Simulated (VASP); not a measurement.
Set up this calculation in VASP 6.6.1, as the native input.

| Property | Result |
| --- | --- |
| Task | single point |
| Functional | PBE |
| Potentials or basis | VASP PAW PBE potentials, release 64 (C, K_sv) |
| Cutoff | 520 eV |
| k mesh | 2 × 2 × 1 |
| Occupations | gaussian, width 0.05 eV |
| Spin | collinear spin |
| Starting moments | [0.0, 0.0, 0.0, 0.0, 0.0, 0.0, 0.0, 0.0, 0.0, 0.0, 0.0, 0.0, 0.0, 0.0, 0.0, 0.0, 0.0, 0.0, 1.0] μB |
| Dipole correction | no |
| Further INCAR settings | LREAL = Auto; ALGO = Normal; EDIFF = 1e-07; NBANDS = 60 |

The structure of KC18 lies in POSCAR:

```
KC18
1.0
    7.3980000000      0.0000000000      0.0000000000
   -3.6990000000      6.4068560000      0.0000000000
    0.0000000000      0.0000000000     12.0000000000
C K
18 1
Direct
   -0.0041465175     -0.0028083301      0.0849219131
    0.2180095633      0.1082684891      0.0825780161
   -0.0037258105      0.3307011833      0.0851318648
    0.2183014596      0.4420785446      0.0848999399
   -0.0037259523      0.6641041430      0.0851351027
    0.2182994567      0.7747509159      0.0849132012
    0.3293736855     -0.0030926505      0.0825697351
    0.5521016037      0.1082718245      0.0825585200
    0.3293752253      0.3309950124      0.0825638968
    0.5521029365      0.4423603828      0.0825566006
    0.3296779853      0.6641043414      0.0851468859
    0.5518082695      0.7751690286      0.0851274989
    0.6631852007     -0.0028038440      0.0848813234
    0.8852105748      0.1085723206      0.0851418005
    0.6634674435      0.3309985798      0.0825543391
    0.8856303772      0.4420807106      0.0848662280
    0.6631860563      0.6645215813      0.0848720722
    0.8852105862      0.7751683098      0.0851378530
    0.4413068561      0.2200242568      0.2919426092
```

One way to write it, as run:

INCAR

```
ALGO = Normal
EDIFF = 1E-7
ENCUT = 520
GGA = PE
ISIF = 2
ISMEAR = 0
ISPIN = 2
LASPH = True
LCHARG = False
LORBIT = 11
LREAL = Auto
LWAVE = False
MAGMOM = 0 0 0 0 0 0 0 0 0 0 0 0 0 0 0 0 0 0 1
NBANDS = 60
NELM = 150
PREC = Accurate
SIGMA = 0.05
```

KPOINTS

```
k-points
0
Gamma
  2 2 1
```

Potentials or basis: VASP PAW PBE potentials, release 64 (C, K_sv).

Launch:

```sh
$ cat potpaw_PBE.64/C/POTCAR potpaw_PBE.64/K_sv/POTCAR > POTCAR
$ mpirun -np 1 vasp_std > vasp.out
```

Results of the run:

* Largest force: 0.036 eV/Å
* Net moment: 0.00 μB per cell
* Valence electrons inside the program's atomic spheres: C 2.66; K 7.57

Caveat: the k points lie up to 0.49 Å⁻¹ apart; there is no dipole correction, which matters where the two faces differ.

Wall time 8.5 min on 1 thread of Intel(R) Xeon(R) Platinum 8488C (Sapphire Rapids), on a shared host, peak memory 0.88 GiB.
